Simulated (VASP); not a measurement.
Wanted: the native input for a VASP 6.6.1 run.

```yaml
Task: single point
Functional: PBEsol
Potentials_or_basis: VASP PAW PBE potentials, release 64 (Cs_sv, I, Sn_d)
Cutoff: 520 eV
k_mesh: 5 × 5 × 5
Occupations: fermi-dirac, width 0.05 eV
Spin: no spin polarisation
Dipole_correction: no
Further_INCAR_settings: ALGO = Normal; EDIFF = 1e-06; NBANDS = 30
```

The structure of CsSnI3 lies in POSCAR:

```
CsSnI3
1.0
    6.2057000000      0.0000000000      0.0000000000
    0.0000000000      6.2057000000      0.0000000000
    0.0000000000      0.0000000000      6.2057000000
Cs I Sn
1 3 1
Direct
   -0.0046040000     -0.0063440000     -0.0024430000
    0.5055680000      0.4964260000      0.0078710000
    0.4983430000     -0.0032340000      0.4959610000
    0.0130460000      0.5027980000      0.4980340000
    0.4995800000      0.5014670000      0.4972100000
```

This cell differs from its parent crystal: atoms moved at random.

The input as run:

INCAR

```
PREC = Accurate
ENCUT = 520
EDIFF = 1E-6
ISMEAR = -1
SIGMA = 0.05
LREAL = False
LASPH = True
NELM = 80
ALGO = Normal
ISIF = 2
LWAVE = False
LCHARG = True
GGA = PS
LELF = True
LVHAR = True
NBANDS = 30
```

KPOINTS

```
regular mesh
0
Gamma
  5 5 5
```

Potentials or basis: VASP PAW PBE potentials, release 64 (Cs_sv, I, Sn_d).

Launch:

```sh
$ cat potpaw_PBE.64/Cs_sv/POTCAR potpaw_PBE.64/I/POTCAR potpaw_PBE.64/Sn_d/POTCAR > POTCAR
$ mpirun -np 1 vasp_std > vasp.out
```

It gave:

* Pressure: -0.6 GPa
* Largest force: 0.115 eV/Å
* Band gap on the k mesh: 1.69 eV

Caveat: the cell differs from its parent crystal (atoms moved at random); the PAW data sets were made with another functional, which shifts forces and pressure a little; spin-orbit coupling is left out, which moves the levels of the heavy elements; an odd mesh through Γ misses points on the zone boundary, where band edges can lie.

Wall time 6.9 min on 1 thread of AMD EPYC 7R43 64-Core Processor (Zen 3), on a shared host, peak memory 0.58 GiB.
